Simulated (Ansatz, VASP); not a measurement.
**One calculation of LiRuPb, two programs**

File INCAR:

```
  PREC = Accurate
  ENCUT = 520
  EDIFF = 1E-6
  ISMEAR = 0
  SIGMA = 0.1
  LREAL = False
  LASPH = True
  NELM = 150
  ALGO = Fast
  ISIF = 2
  LWAVE = False
  LCHARG = False
  ISPIN = 2
  MAGMOM = 0 1 0
  LORBIT = 11
  LMAXMIX = 4
  GGA = PE
  NBANDS = 26
```

KPOINTS

```
regular mesh
0
Gamma
  6 6 6
```

POSCAR

```
LiRuPb
1.0
    4.3836491950      0.0000000000      0.0000000000
   -2.1918245975      3.7963515641      0.0000000000
    0.0000000000      0.0000000000      3.0322324642
Li Ru Pb
1 1 1
Direct
    0.6666666667      0.3333333333      0.5000000000
    0.0000000000      0.0000000000      0.0000000000
    0.3333333333      0.6666666667      0.5000000000
```

Input for Ansatz:

```yaml
crystal:
  lattice:
    - [4.383649195, 0.0, 0.0]
    - [-2.1918245975, 3.7963515641, 0.0]
    - [0.0, 0.0, 3.0322324642]
  atoms:
    - { symbol: Li, position: [0.6666666667, 0.3333333333, 0.5] }
    - { symbol: Ru, position: [0.0, 0.0, 0.0], spin: 1.0 }
    - { symbol: Pb, position: [0.3333333333, 0.6666666667, 0.5] }
basis:
  ecutwfc: 420
kpoints:
  mp_grid: { grid: [6, 6, 6] }
hamiltonian:
  xc: pbe
scf:
  occupations: { method: gaussian, width: 0.1 }
  lower_state_search: "off"
output:
  forces: true
  stress: true
  eigenvalues: true
  populations: true
magnetization:
  spin_polarized: true
```

Alike in both runs: task single point; functional PBE; k mesh 6 × 6 × 6; occupations gaussian, width 0.1 eV; collinear spin.

|  | VASP | Ansatz |
| --- | --- | --- |
| version | VASP 6.6.1 | Ansatz 0.2.0 |
| potentials or method | VASP PAW PBE potentials, release 64 (Li_sv, Ru_pv, Pb_d), cutoff 520 eV | scalar-relativistic, plane waves, PAW |
| valence electrons in the cell | 31 | 33 |

|  | VASP | Ansatz | Ansatz less VASP |
| --- | --- | --- | --- |
| gap on the k mesh at the Fermi level (eV) | none | none | - |
| net moment per atom (μB) | 0.02 | 0.02 | +0.002 |
| size of the moment on the site where the two differ most (μB) | 0.06 | 0.07 | +0.006 |

Site moments also hang on the region over which each program counts them. A gap of «none» marks a metal or a gap that the smearing closes. With one functional, cell and mesh, what is left measures potentials, basis and numerics. VASP's potentials hold 31 valence electrons a cell and Ansatz's 33, so a difference there can come from the potentials and not from the codes. Ansatz's warnings: seeded moment not kept.

Spin-orbit coupling is off throughout. Noted on VASP's run: the cutoff is short for stress, so the pressure is rough.
